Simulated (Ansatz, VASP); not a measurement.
One calculation of TaN, two programs

INCAR

```
PREC = Accurate
ENCUT = 520
EDIFF = 1E-8
ISMEAR = -1
SIGMA = 0.03
LREAL = False
LASPH = True
NELM = 100
ALGO = Normal
ISIF = 2
LWAVE = False
LCHARG = False
GGA = CA
LEFG = True
NBANDS = 24
```

Contents of KPOINTS:

```
Automatic mesh
0
Gamma
  9 9 5
```

POSCAR

```
TaN
1.0
    2.9877386998      0.0000000000      0.0000000000
   -1.4938693500      2.5874576140      0.0000000000
    0.0000000000      0.0000000000      4.8391553770
Ta N
2 2
Direct
    0.3333333333      0.6666666667      0.0000000000
    0.6666666667      0.3333333333      0.5000000000
    0.3333333333      0.6666666667      0.3850000000
    0.6666666667      0.3333333333      0.8850000000
```

Input for Ansatz:

```yaml
crystal:
  lattice:
    - [2.9877386998, 0.0, 0.0]
    - [-1.49386935, 2.587457614, 0.0]
    - [0.0, 0.0, 4.839155377]
  atoms:
    - { symbol: Ta, position: [0.3333333333, 0.6666666667, 0.0] }
    - { symbol: Ta, position: [0.6666666667, 0.3333333333, 0.5] }
    - { symbol: "N", position: [0.3333333333, 0.6666666667, 0.385] }
    - { symbol: "N", position: [0.6666666667, 0.3333333333, 0.885] }
kpoints:
  mp_grid: { grid: [9, 9, 5] }
scf:
  occupations: { method: fermi_dirac, width: 0.03 }
hamiltonian:
  xc: lda
  pseudopotentials: { kind: paw }
output:
  forces: true
  stress: true
  eigenvalues: true
  efg: { contact_densities: true }
  write_density: true
  write_potential: true
  elf: true
  volumetric_format: npy
```

Change from the starting cell: volume scaled by 0.94, PAW files.

Alike in both runs: task electric field gradients; functional LDA; k mesh 9 × 9 × 5; occupations fermi-dirac, width 0.03 eV; no spin polarisation.

```csv
,VASP,Ansatz
version,VASP 6.6.1,Ansatz 0.2.0
potentials or method,"VASP PAW LDA potentials, release 64 (Ta_pv, N)","PAW with Ansatz's default frozen-core files, scalar-relativistic"
plane-wave cutoff (eV),520,420
valence electrons in the cell,32,36
```

VASP gave:

```
pressure (GPa)                                                : 170.9
traceless stress, the component that is largest in VASP (GPa) : -22.65
rms of the force components (eV/Å)                            : 1.391
size of Vzz on the site where it differs most (V/Å²)          : 132.3
```

Q: Which values does Ansatz return?

A: Pressure (GPa): 165.6; traceless stress, the component that is largest in VASP (GPa): -21.95; rms of the force components (eV/Å): 1.387; size of Vzz on the site where it differs most (V/Å²): 135.5.

LDA's correlation is that of Perdew and Zunger in VASP and of Perdew and Wang (1992) in Ansatz. Atom by atom the forces differ by 0.004 eV/Å (rms over components). Both programs put the cell under a high pressure, so it lies far from rest at this level. VASP's potentials hold 32 valence electrons a cell and Ansatz's 36, so a difference there can come from the potentials and not from the codes.

Spin-orbit coupling is off throughout. Noted on VASP's run: the cell as given lies far from equilibrium.
